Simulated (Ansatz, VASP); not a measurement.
## Two plane-wave programs on ZnS

Contents of INCAR:

```
  ALGO = Normal
  EDIFF = 1E-7
  ENCUT = 520
  GGA = PE
  ISIF = 2
  ISMEAR = 0
  LASPH = T
  LCHARG = F
  LREAL = F
  LWAVE = F
  NBANDS = 26
  NELM = 80
  PREC = Accurate
  SIGMA = 0.01
```

KPOINTS

```
k-points
0
Gamma
  6 6 4
```

Contents of POSCAR:

```
ZnS
1.0
    3.5501801161      0.0000000000      0.0000000000
   -1.7750900580      3.0745461685      0.0000000000
    0.0000000000      0.0000000000      5.7932573052
Zn S
2 2
Direct
    0.0000000000      0.0000000000      0.0000000000
    0.0000000000      0.0000000000      0.5000000000
    0.3333333333      0.6666666667      0.2500000000
    0.6666666667      0.3333333333      0.7500000000
```

Input for Ansatz:

```yaml
crystal:
  lattice:
    - [3.5501801161, 0.0, 0.0]
    - [-1.775090058, 3.0745461685, 0.0]
    - [0.0, 0.0, 5.7932573052]
  atoms:
    - { symbol: Zn, position: [0.0, 0.0, 0.0] }
    - { symbol: Zn, position: [0.0, 0.0, 0.5] }
    - { symbol: S, position: [0.3333333333, 0.6666666667, 0.25] }
    - { symbol: S, position: [0.6666666667, 0.3333333333, 0.75] }
kpoints:
  mp_grid: { grid: [6, 6, 4] }
hamiltonian:
  xc: pbe
scf:
  occupations: { method: fixed }
  n_extra_bands: 5
output:
  forces: true
  stress: true
  eigenvalues: true
```

Alike in both runs: task single point; functional PBE; k mesh 6 × 6 × 4; no spin polarisation.

|  | VASP | Ansatz |
| --- | --- | --- |
| version | VASP 6.6.1 | Ansatz 0.2.0 |
| potentials or method | VASP PAW PBE potentials, release 64 (Zn, S) | plane waves, PAW |
| plane-wave cutoff (eV) | 520 | 420 |
| occupations | gaussian, width 0.01 eV | fixed |
| valence electrons in the cell | 36 | 36 |

|  | VASP | Ansatz | Ansatz less VASP |
| --- | --- | --- | --- |
| gap on the k mesh at the Fermi level (eV) | 0.37 | 0.37 | +0.006 |
| pressure (GPa) | 6.4 | 6.2 | -0.20 |
| traceless stress, the component that is largest in VASP (GPa) | 0.18 | 0.19 | +0.007 |
